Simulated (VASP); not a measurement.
## BAs (zincblende type): single point with PBEsol

BAs (zincblende type):

```
CELL_PARAMETERS angstrom
0.00000 2.05429 2.05429
2.05429 0.00000 2.05429
2.05429 2.05429 0.00000
ATOMIC_POSITIONS crystal
B 0.00000 0.00000 0.00000
As 0.25000 0.25000 0.25000
```

```
Program             : VASP 6.6.1
Task                : single point
Functional          : PBEsol
Potentials or basis : VASP PAW PBE potentials, release 64 (B, As)
Cutoff              : 520 eV
k mesh              : 14 × 14 × 14
Occupations         : fermi-dirac, width 0.05 eV
Spin                : no spin polarisation
```

The pressure is 156.6 GPa and the band gap on the k mesh is 0.58 eV (least direct gap 4.06 eV).

Levels at points of the mesh, in eV from the valence-band top:
```
           k point  band 1  band 2  band 3  band 4  band 5  band 6  band 7  band 8
(0.00, 0.00, 0.00)  -20.43    0.00    0.00    0.00    4.09    4.09    4.09   10.12
(0.50, 0.00, 0.00)  -15.54  -12.92   -2.67   -2.67    5.19    5.19    5.91    9.16
(0.50, 0.50, 0.00)  -13.54  -11.56   -6.33   -6.33    0.63    0.89   16.17   16.17
```

Run time: 9.7 s on 1 thread of Intel(R) Xeon(R) Platinum 8488C (Sapphire Rapids), on a shared host, peak memory 0.14 GiB.

Caveat: the cell stands under pressure; the PAW data sets were made with another functional, which shifts forces and pressure a little. A k mesh can miss the band edges.
